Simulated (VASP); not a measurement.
# AlAs: single point with PBE+D3(BJ)

AlAs, a slab with vacuum:

```xyz
16
Lattice="8.0104 0.0000 0.0000 0.0000 5.6642 0.0000 0.0000 0.0000 24.2144" Properties=species:S:1:pos:R:3 pbc="T T T"
Al    2.0026    2.8321    8.0000
Al    6.0078    2.8321    8.0000
Al    4.0052    0.0000   10.0026
Al    0.0000    0.0000   10.0026
Al    6.0086    2.8585   12.1691
Al    2.0003    2.8031   11.9861
Al    0.0818   -0.3652   13.7306
Al    3.9289   -0.3694   13.7204
As    4.0052    1.4160    8.0000
As    0.0000    1.4160    8.0000
As    6.0078    4.2481   10.0026
As    2.0026    4.2481   10.0026
As    0.0010    1.3914   12.0334
As    4.0037    1.3947   12.0322
As    2.0113    3.7959   14.2653
As    6.0116    4.1152   14.3191
```

| Property | Result |
| --- | --- |
| Program | VASP 6.6.1 |
| Task | single point |
| Functional | PBE |
| Dispersion | D3(BJ) |
| Potentials or basis | VASP PAW PBE potentials, release 64 (Al, As) |
| Cutoff | 520 eV |
| k mesh | 2 × 3 × 1 |
| Occupations | gaussian, width 0.05 eV |
| Spin | no spin polarisation |
| Dipole correction | yes |
| Further INCAR settings | LREAL = Auto; ALGO = Normal; EDIFF = 1e-07; NBANDS = 46 |

- Largest force: 1.720 eV/Å
- Band gap on the k mesh: 0.98 eV, direct
- Dispersion energy per atom: -0.223 eV

Forces in eV/Å, atoms in the order of the input:
```
Al   0.000 -1.073  1.301
Al  -0.002 -1.018  1.386
Al   0.109  0.311  0.119
Al  -0.109  0.305  0.115
Al   0.003  0.042 -0.019
Al   0.011 -0.042  0.430
Al  -0.015 -0.587 -0.211
Al   0.060 -0.559 -0.193
As  -0.021  0.303 -1.238
As   0.020  0.303 -1.235
As   0.000  0.174 -0.047
As  -0.002  0.514 -0.436
As  -0.060  0.103  0.150
As   0.058  0.093  0.142
As  -0.041  0.996 -0.161
As  -0.011  0.134 -0.100
```

Levels at points of the mesh, in eV from the valence-band top:
| k point | band 28 | band 29 | band 30 | band 31 | band 32 | band 33 | band 34 | band 35 | band 36 | band 37 |
| --- | --- | --- | --- | --- | --- | --- | --- | --- | --- | --- |
| (0.00, 0.00, 0.00) | -0.65 | -0.28 | -0.15 | -0.11 | 0.00 | 0.98 | 1.00 | 1.26 | 1.87 | 2.23 |
| (0.50, 0.00, 0.00) | -1.14 | -0.96 | -0.60 | -0.20 | -0.17 | 1.26 | 1.27 | 1.98 | 2.16 | 2.81 |

Wall time 6.6 min on 1 thread of Intel(R) Xeon(R) Platinum 8375C CPU @ 2.90GHz (Ice Lake), on a shared host, peak memory 0.89 GiB.
